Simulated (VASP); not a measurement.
Wanted: the native input for a VASP 6.6.1 run.

```
Task                   : single point
Functional             : PBE
Potentials or basis    : VASP PAW PBE potentials, release 64 (Ga_d, C)
Cutoff                 : 520 eV
k mesh                 : 20 × 20 × 12
Occupations            : gaussian, width 0.1 eV
Spin                   : no spin polarisation
Dipole correction      : no
Further INCAR settings : ALGO = Normal; EDIFF = 1e-06; NBANDS = 18
```

The structure of GaC2 lies in POSCAR:

```
GaC2
1.0
    3.3322787586     -1.2684191231      0.0306161443
    3.3322787586      1.2684191231      0.0306161443
   -0.3969835981      0.0000000000      3.8391317182
Ga C
1 2
Direct
    0.0000000000      0.0000000000      0.0000000000
    0.7730759132      0.7730759132      0.5735748943
    0.2269240868      0.2269240868      0.4264251057
```

The input as run:

INCAR

```
SYSTEM = GaC2
PREC     = Accurate       ! precision mode
ENCUT    = 520            ! plane-wave cutoff, eV
EDIFF    = 1E-6           ! SCF threshold, eV
ISMEAR   = 0              ! smearing method
SIGMA    = 0.1            ! smearing width, eV
LREAL    = .FALSE.        ! projectors in reciprocal space
LASPH    = .TRUE.         ! aspherical terms in the spheres
NELM     = 100            ! most SCF steps
ALGO     = Normal         ! electronic algorithm
ISIF     = 2              ! what is computed and relaxed
LWAVE    = .FALSE.        ! write WAVECAR
LCHARG   = .FALSE.        ! write CHGCAR
GGA      = PE             ! functional
NBANDS   = 18             ! bands
```

KPOINTS

```
Automatic mesh
0
G
  20 20 12
  0 0 0
```

Potentials or basis: VASP PAW PBE potentials, release 64 (Ga_d, C).

Launch:

```sh
$ cat potpaw_PBE.64/Ga_d/POTCAR potpaw_PBE.64/C/POTCAR > POTCAR
$ mpirun -np 1 vasp_std > vasp.out
```

It gave:

* Pressure: 0.3 GPa
* Largest force: 0.019 eV/Å

Wall time 4.5 min on 1 thread of Intel(R) Xeon(R) 6975P-C (Granite Rapids), with other jobs on the host, peak memory 0.74 GiB.
